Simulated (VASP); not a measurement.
# LiH (Fm-3m) in VASP: notebook

LiH is run at these levels: PBEsol, r2SCAN; tasks: single point.

Program: VASP 6.6.1. These are calculated values, not measurements. Logs are shortened: lines on timing, memory, paths and dates and some standing lists are left out, and cuts for length are marked.

## 1. The cell of the first run

Symmetry: Fm-3m, No. 225, cubic system. The conventional cell has a = 3.980 Å, b = 3.980 Å, c = 3.980 Å, α = 90.00°, β = 90.00°, γ = 90.00°. Within 2.6 Å of Li (site symmetry m-3m) lie 6 H at 1.99 Å. Within 2.6 Å of H (site symmetry m-3m) lie 6 Li at 1.99 Å.

## 2. Single point, PBEsol

Contents of INCAR:

```
SYSTEM = LiH
PREC = Accurate
ENCUT = 520
EDIFF = 1E-6
ISMEAR = -1
SIGMA = 0.02
LREAL = .FALSE.
LASPH = .TRUE.
NELM = 80
ALGO = Normal
ISIF = 2
LWAVE = .FALSE.
LCHARG = .FALSE.
GGA = PS
NBANDS = 9
```

Contents of KPOINTS:

```
Automatic mesh
0
G
  10 10 10
  0 0 0
```

Contents of POSCAR:

```
LiH
1.0
    0.0000000000      1.9899957882      1.9899957882
    1.9899957882      0.0000000000      1.9899957882
    1.9899957882      1.9899957882      0.0000000000
Li H
1 1
Direct
    0.0000000000      0.0000000000      0.0000000000
    0.5000000000      0.5000000000      0.5000000000
```

Potentials or basis: VASP PAW PBE potentials, release 64 (Li_sv, H).

Command:

```sh
cat potpaw_PBE.64/Li_sv/POTCAR potpaw_PBE.64/H/POTCAR > POTCAR
mpirun -np 1 vasp_std > vasp.out
```

OUTCAR:

```text
SYSTEM = LiH
   PREC = Accurate
   ENCUT = 520
   EDIFF = 1E-6
   ISMEAR = -1
   LREAL = .FALSE.
   LASPH = .TRUE.
   NELM = 80
   ISIF = 2
   GGA = PS

 ion  position               nearest neighbor table
   1  0.000  0.000  0.000-
   2  0.500  0.500  0.500-

  LATTYP: Found a face centered cubic cell.
 ALAT       =     3.9799915764

  Lattice vectors:

 A1 = (   0.0000000000,   1.9899957882,   1.9899957882)
 A2 = (   1.9899957882,   0.0000000000,   1.9899957882)
 A3 = (   1.9899957882,   1.9899957882,   0.0000000000)

Analysis of symmetry for initial positions (statically):
=====================================================================
 Subroutine PRICEL returns:
 Original cell was already a primitive cell.

 Routine SETGRP: Setting up the symmetry group for a
 face centered cubic supercell.

 Subroutine GETGRP returns: Found 48 space group operations
 (whereof 48 operations were pure point group operations)
 out of a pool of 48 trial point group operations.

The static configuration has the point symmetry O_h .

Analysis of symmetry for dynamics (positions and initial velocities):
=====================================================================
 Subroutine PRICEL returns:
 Original cell was already a primitive cell.

 Routine SETGRP: Setting up the symmetry group for a
 face centered cubic supercell.

 Subroutine GETGRP returns: Found 48 space group operations
 (whereof 48 operations were pure point group operations)
 out of a pool of 48 trial point group operations.

The dynamic configuration has the point symmetry O_h .

 Subroutine INISYM returns: Found 48 space group operations
 (whereof 48 operations are pure point group operations),
 and found     1 'primitive' translations

----------------------------------------------------------------------------------------

                                     Primitive cell

  volume of cell :      15.7611

  direct lattice vectors                    reciprocal lattice vectors
     0.000000000  1.989995788  1.989995788    -0.251256813  0.251256813  0.251256813
     1.989995788  0.000000000  1.989995788     0.251256813 -0.251256813  0.251256813
     1.989995788  1.989995788  0.000000000     0.251256813  0.251256813 -0.251256813

  length of vectors
     2.814279033  2.814279033  2.814279033     0.435189566  0.435189566  0.435189566

  position of ions in fractional coordinates (direct lattice)
     0.000000000  0.000000000  0.000000000
     0.500000000  0.500000000  0.500000000

  ion indices of the primitive-cell ions
   primitive index   ion index
                 1           1
                 2           2

----------------------------------------------------------------------------------------

 KPOINTS: Automatic mesh

Automatic generation of k-mesh.
 Grid dimensions read from file:
 generate k-points for:   10   10   10

 Generating k-lattice:

  Cartesian coordinates                     Fractional coordinates (reciprocal lattice)
    -0.025125681  0.025125681  0.025125681     0.100000000  0.000000000  0.000000000
     0.025125681 -0.025125681  0.025125681     0.000000000  0.100000000  0.000000000
     0.025125681  0.025125681 -0.025125681     0.000000000  0.000000000  0.100000000

  Length of vectors
     0.043518957  0.043518957  0.043518957

  Shift w.r.t. Gamma in fractional coordinates (k-lattice)
     0.000000000  0.000000000  0.000000000

 Subroutine IBZKPT returns following result:
 ===========================================

 Found     47 irreducible k-points:

 Following reciprocal coordinates:
            Coordinates               Weight
  0.000000  0.000000  0.000000      1.000000
  0.100000  0.000000  0.000000      8.000000
  0.200000  0.000000  0.000000      8.000000
  0.300000  0.000000  0.000000      8.000000
  0.400000  0.000000  0.000000      8.000000
  0.500000  0.000000  0.000000      4.000000
[... 16 lines left out ...]
  0.300000  0.300000  0.000000      6.000000
  0.400000  0.300000  0.000000     24.000000
 [... further k-points ...]
   k-points           NKPTS =     47   k-points in BZ     NKDIM =     47   number of bands    NBANDS=      9
   number of dos      NEDOS =    301   number of ions     NIONS =      2
   total plane-waves  NPLWV =  13824
   dimension x,y,z NGX =    24 NGY =   24 NGZ =   24
   dimension x,y,z NGXF=    48 NGYF=   48 NGZF=   48
   ions per type =               1   1
   NGX,Y,Z   is equivalent  to a cutoff of  14.18, 14.18, 14.18 a.u.
   NGXF,Y,Z  is equivalent  to a cutoff of  28.35, 28.35, 28.35 a.u.
 SYSTEM =  LiH
   PREC   = accura    normal or accurate (medium, high low for compatibility)
   ISTART =      0    job   : 0-new  1-cont  2-samecut
   ICHARG =      2    charge: 1-file 2-atom 10-const
   ISPIN  =      1    spin polarized calculation?
   LNONCOLLINEAR =      F non collinear calculations
   LSORBIT =      F    spin-orbit coupling
   LASPH  =      T    aspherical Exc in radial PAW
   ENCUT  =  520.0 eV  38.22 Ry    6.18 a.u.   5.23  5.23  5.23*2*pi/ulx,y,z
   NELM   =     80;   NELMIN=  2; NELMDL= -5     # of ELM steps
   EDIFF  = 0.1E-05   stopping-criterion for ELM
   LREAL  =      F    real-space projection
   EDIFFG = 0.1E-04   stopping-criterion for IOM
   NSW    =      0    number of steps for IOM
   IBRION =     -1    ionic relax: 0-MD 1-quasi-New 2-CG
   NFREE  =      0    steps in history (QN), initial steepest desc. (CG)
   ISIF   =      2    stress and relaxation
   ISYM   =      2    0-nonsym 1-usesym 2-fastsym
   POTIM  = 0.5000    time-step for ionic-motion
   TEBEG  =    0.0;   TEEND  =   0.0 temperature during run
   PSTRESS=    0.0 pullay stress
   NELECT =       4.0000    total number of electrons
   NUPDOWN=      -1.0000    fix difference up-down
   EMIN   =  10.00;   EMAX   =-10.00  energy-range for DOS
   EFERMI =   0.00;   METHOD = LEGACY
   ISMEAR =    -1;   SIGMA  =   0.02  broadening in eV -4-tet -1-fermi 0-gaus
   EFERMI_NEDOS =   21; number of points for ismear=-14 and -15
   IALGO  =     38    algorithm
   IMIX   =      4    mixing-type and parameters
     AMIX     =   0.40;   BMIX     =  1.00
     AMIX_MAG =   1.60;   BMIX_MAG =  1.00
  volume/ion in A,a.u.               =       7.88        53.18
  Fermi-wavevector in a.u.,A,eV,Ry     =   1.036492  1.958686 14.616955  1.074316
  Thomas-Fermi vector in A             =   2.170885
   LORBIT       =      0    0 simple, 1 ext, 2 COOP (PROOUT), +10 PAW based schemes
   GGA     = PS    functional components
   LHFCALC =     F    Hartree Fock is set to
   AEXX    =    0.0000 exact exchange contribution
   IVDW    =     0    specifies the selected vdW correction
   LEPSILON=     F    determine dielectric tensor
   LRPA    =     F    only Hartree local field effects (RPA)
 non-spin polarized calculation
  energy-cutoff  :      520.00
  volume of cell :       15.76
 maximum number of plane-waves:       444
 NGX is ok and might be reduce to    24
   NGX = 11   NGY = 11   NGZ = 11

 number of electron       3.9999997 magnetization

 Free energy of the ion-electron system (eV)
  ---------------------------------------------------
  ext. energy  EPLUGINS =         0.00000000
  ---------------------------------------------------
  free energy    TOTEN  =        -6.12042553 eV

  energy without entropy =       -6.12042553  energy(sigma->0) =       -6.12042553

 E-fermi :   0.8605     XC(G=0):  -8.6804

 val. band max:        0.2590101608   @ k =   0.5000   0.5000   0.0000
 cond. band min:       2.9875323507   @ k =   0.5000   0.5000   0.0000
 fundamental gap:      2.7285221899
 Fermi energy:         0.8605086971

 k-point     1 :       0.0000    0.0000    0.0000
  band No.  band energies     occupation
      1     -43.4263      2.00000
      2      -5.3663      2.00000
      3      16.6409      0.00000
      4      18.2019      0.00000
      5      18.2019      0.00000
      6      18.2019      0.00000
      7      22.8585      0.00000
      8      22.8585      0.00000
      9      22.8585      0.00000

 k-point     2 :       0.1000    0.0000    0.0000
  band No.  band energies     occupation
      1     -43.4213      2.00000
      2      -5.1875      2.00000
      3      15.0121      0.00000
      4      17.2646      0.00000
      5      17.7948      0.00000
      6      17.7949      0.00000
      7      22.2852      0.00000
      8      23.7214      0.00000
      9      23.7214      0.00000

 k-point     3 :       0.2000    0.0000    0.0000
  band No.  band energies     occupation
      1     -43.4079      2.00000
      2      -4.6641      2.00000
      3      11.6112      0.00000
      4      16.0126      0.00000
      5      17.1443      0.00000
      6      17.1443      0.00000
      7      23.1650      0.00000
      8      23.5704      0.00000
      9      23.5705      0.00000

 k-point     4 :       0.3000    0.0000    0.0000
  band No.  band energies     occupation
      1     -43.3911      2.00000
      2      -3.8551      2.00000
      3       8.3868      0.00000
      4      14.9492      0.00000
      5      16.7504      0.00000
      6      16.7505      0.00000
      7      21.4838      0.00000
      8      21.4838      0.00000
      9      24.7653      0.00000
[... 205 lines left out ...]
 k-point    22 :      -0.2000    0.2000    0.0000
  band No.  band energies     occupation
      1     -43.3856      2.00000
      2      -3.5115      2.00000
      3       9.6396      0.00000
      4       9.9425      0.00000
      5      16.3509      0.00000
      6      17.2801      0.00000
      7      22.1799      0.00000
      8      24.2139      0.00000
      9      25.8926      0.00000

 k-point    23 :       0.3000    0.3000    0.0000
  band No.  band energies     occupation
      1     -43.3802      2.00000
      2      -3.1047      2.00000
      3       8.8201      0.00000
      4      12.4313      0.00000
      5      12.4313      0.00000
      6      15.5910      0.00000
      7      17.8415      0.00000
      8      29.0894      0.00000
      9      31.4633      0.00000

 k-point    24 :       0.4000    0.3000    0.0000
  band No.  band energies     occupation
      1     -43.3698      2.00000
      2      -2.1906      2.00000
      3       6.8682      0.00000
      4      10.6227      0.00000
      5      11.9832      0.00000
      6      16.4304      0.00000
      7      17.9336      0.00000
      8      30.1236      0.00000
      9      30.4784      0.00000

 [... further k-points ...]

------------------------ aborting loop because EDIFF is reached ----------------------------------------

  FORCE on cell =-STRESS in cart. coord.  units (eV):
  Direction    XX          YY          ZZ          XY          YZ          ZX
  --------------------------------------------------------------------------------------
  -------------------------------------------------------------------------------------
  Total       -0.0174520     -0.0174520     -0.0174520     -0.0000000     -0.0000000      0.0000000
  in kB       -1.7740639     -1.7740639     -1.7740639     -0.0000000     -0.0000000      0.0000000
  external PRESSURE =      -1.7740639 kB  Pullay stress =       0.0000000 kB

 VOLUME and BASIS-vectors are now :
 -----------------------------------------------------------------------------
  energy-cutoff  :      520.00
  volume of cell :       15.76
      direct lattice vectors                 reciprocal lattice vectors
     0.000000000  1.989995788  1.989995788    -0.251256813  0.251256813  0.251256813
     1.989995788  0.000000000  1.989995788     0.251256813 -0.251256813  0.251256813
     1.989995788  1.989995788  0.000000000     0.251256813  0.251256813 -0.251256813

 POSITION                                       TOTAL-FORCE (eV/Angst)
 -----------------------------------------------------------------------------------
      0.00000      0.00000      0.00000         0.000000     -0.000000      0.000000
      1.99000      1.99000      1.99000         0.000000      0.000000      0.000000
 -----------------------------------------------------------------------------------
    total drift:                                0.000000     -0.000000     -0.000000

  FREE ENERGIE OF THE ION-ELECTRON SYSTEM (eV)
  ---------------------------------------------------
  free  energy   TOTEN  =        -6.1204255309 eV

  energy  without entropy=       -6.1204255309  energy(sigma->0) =       -6.12042553
```

Run time: 9.5 s. Hardware: 1 thread of Intel Xeon 8259CL, shared host; peak memory 0.13 GiB.

What came out:

| Property | Result |
| --- | --- |
| Free energy | -6.1204 eV |
| Band gap on the k mesh | 2.73 eV |

Caveat: the cutoff is under 1.25 times the usual one of these potentials, so pressure, stress and relaxed cells hold a basis-set (Pulay) error; the PAW data sets were made with another functional, which shifts forces and pressure a little. A k mesh can miss the band edges.

## 3. Single point, r2SCAN

This run uses another cell than the first one, of 8.04 Å³/atom.

Contents of POSCAR:

```
LiH
1.0
    0.0000000000      2.0033988197      2.0033988197
    2.0033988197      0.0000000000      2.0033988197
    2.0033988197      2.0033988197      0.0000000000
Li H
1 1
Direct
    0.0000000000      0.0000000000      0.0000000000
    0.5000000000      0.5000000000      0.5000000000
```

Contents of INCAR.step1:

```
SYSTEM = LiH
ALGO = Normal ; EDIFF = 1E-4
ENCUT = 520 ; GGA = PE
ISMEAR = -1 ; LASPH = .True.
LCHARG = .False. ; LREAL = .False.
LWAVE = .True. ; NBANDS = 9
NELM = 100 ; PREC = Accurate
SIGMA = 0.02
```

Contents of INCAR.step2:

```
SYSTEM = LiH
ALGO = Normal ; EDIFF = 1E-6
ENCUT = 520 ; ISIF = 2
ISMEAR = -1 ; ISTART = 1
LASPH = .True. ; LCHARG = .False.
LMIXTAU = .True. ; LREAL = .False.
LWAVE = .False. ; METAGGA = R2SCAN
NBANDS = 9 ; NELM = 100
PREC = Accurate ; SIGMA = 0.02
```

Contents of KPOINTS:

```
k-points
0
Gamma
  10 10 10
  0 0 0
```

Potentials or basis: VASP PAW PBE potentials, release 64 (Li_sv, H).

Command:

```sh
cat potpaw_PBE.64/Li_sv/POTCAR potpaw_PBE.64/H/POTCAR > POTCAR
cp INCAR.step1 INCAR
mpirun -np 1 vasp_std > vasp.out
cp INCAR.step2 INCAR
mpirun -np 1 vasp_std > vasp.out
```

Wall time 28 s (1 thread of Intel Xeon 8259CL, shared host); peak memory 0.13 GiB.

It converged, with:

- Free energy: -6.8176 eV
- Band gap on the k mesh: 3.58 eV

Levels at points of the mesh, in eV from the valence-band top:
```
           k point  band 1  band 2  band 3  band 4  band 5  band 6  band 7
(0.00, 0.00, 0.00)  -45.73   -5.45   17.66   19.41   19.41   19.41   23.84
(0.50, 0.00, 0.00)  -45.69   -2.64    5.68   14.95   18.17   18.17   19.82
(0.50, 0.50, 0.00)  -45.67    0.00    3.58   11.75   11.75   15.05   19.20
```

Caveat: the cutoff is under 1.25 times the usual one of these potentials, so pressure, stress and relaxed cells hold a basis-set (Pulay) error; the PAW data sets were made with another functional, which shifts forces and pressure a little. r2SCAN opens gaps a little over a GGA but as a rule still falls short of measured ones.
